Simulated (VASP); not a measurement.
A run of VASP 6.6.1:

The input INCAR:

```
  PREC = Accurate
  ENCUT = 520
  EDIFF = 1E-7
  ISMEAR = -1
  SIGMA = 0.05
  LREAL = F
  LASPH = T
  NELM = 80
  ALGO = Normal
  ISIF = 2
  LWAVE = F
  LCHARG = F
  GGA = PS
  NBANDS = 16
```

KPOINTS

```
Automatic mesh
0
Gamma
  12 12 4
```

POSCAR

```
BN
1.0
    2.4644758610      0.0000000000      0.0000000000
   -1.2322379305      2.1342987027      0.0000000000
    0.0000000000      0.0000000000      6.5460173847
N B
2 2
Direct
    0.6666666667      0.3333333333      0.2500000000
    0.3333333333      0.6666666667      0.7500000000
    0.6666666667      0.3333333333      0.7500000000
    0.3333333333      0.6666666667      0.2500000000
```

Potentials or basis: VASP PAW PBE potentials, release 64 (N, B).

Run with:

```bash
$ cat potpaw_PBE.64/N/POTCAR potpaw_PBE.64/B/POTCAR > POTCAR
$ mpirun -np 1 vasp_std > vasp.out
```

Hardware: 1 thread of AMD EPYC 7R13, with other jobs on the host.

Task: Estimate the wall time of this run.

Result: Run time: 60 s on 1 thread of AMD EPYC 7R13, with other jobs on the host, peak memory 0.12 GiB. Counts: scf iterations 13, k points 57.
